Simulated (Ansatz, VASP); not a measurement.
## Hf in VASP and in Ansatz

```xyz
2
Lattice="3.2371 0.0000 0.0000 -1.6186 2.8034 0.0000 0.0000 0.0000 5.2065" Properties=species:S:1:pos:R:3 pbc="T T T"
Hf    0.0000    1.8690    1.3016
Hf    1.6186    0.9345    3.9049
```

Alike in both runs: functional PBE; k mesh 15 × 15 × 8; occupations fermi-dirac, width 0.05 eV; no spin polarisation.

Ansatz relaxed the structure, and its values are those at the end. VASP's run is a single point on that final structure, the one shown.

|  | VASP | Ansatz |
| --- | --- | --- |
| version | VASP 6.6.1 | Ansatz 0.2.0 |
| potentials or method | VASP PAW PBE potentials, release 64 (Hf_pv), cutoff 520 eV | all-electron LAPW, non-relativistic |

Ansatz gave:

```
pressure (GPa) : 0.0
```

Question: Which values does VASP return?

Answer: Pressure (GPa): -5.1.

Ansatz ran all-electron here, and VASP with PAW potentials.

Spin-orbit coupling is off throughout.
